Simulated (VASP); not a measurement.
AgI: elastic constants with LDA

The system is AgI.

```
CELL_PARAMETERS angstrom
0.00000 2.96134 2.96134
2.96134 0.00000 2.96134
2.96134 2.96134 0.00000
ATOMIC_POSITIONS crystal
Ag 0.00000 0.00000 0.00000
I 0.75000 0.75000 0.75000
```

| Item | Value |
| --- | --- |
| Program | VASP 6.6.1 |
| Task | elastic constants |
| Functional | LDA |
| Potentials or basis | VASP PAW LDA potentials, release 64 (Ag, I) |
| Cutoff | 500 eV |
| k mesh | 6 × 6 × 6 |
| Occupations | gaussian, width 0.01 eV |
| Spin | no spin polarisation |
| Dipole correction | no |
| Ions in elastic constants | relaxed |
| Further INCAR settings | ALGO = Normal; EDIFF = 1e-08; IBRION = 6; POTIM = 0.015; NSW = 1; ISIF = 3 |

```
Elastic constants C11, C12, C44                         : 88, 100, -11 GPa
Voigt bulk modulus                                      : 96 GPa
Highest phonon frequency at Γ, LO-TO splitting left out : 186 cm⁻¹
```

Phonon frequencies in cm⁻¹ (negative: imaginary):
```
              q point        frequencies
(0.000, 0.000, 0.000)  0 0 0 186 186 186
```

Elastic tensor in Voigt notation (GPa, in the Cartesian axes of the cell as first typed):
```
 88 100 100   0   0   0
100  88 100   0   0   0
100 100  88   0   0   0
  0   0   0 -11   0   0
  0   0   0   0 -11   0
  0   0   0   0   0 -11
```

Clamped-ion elastic tensor (GPa):
```
 88 100 100   0   0   0
100  88 100   0   0   0
100 100  88   0   0   0
  0   0   0  80   0   0
  0   0   0   0  80   0
  0   0   0   0   0  80
```

Wall time 120 s on 1 thread of Intel(R) Xeon(R) 6975P-C (Granite Rapids), with other jobs on the host, peak memory 0.22 GiB.

Caveat: the cell is under stress, which shifts elastic constants; the elastic tensor has a negative eigenvalue, so either the cell is unstable as it stands or the mesh is too thin.
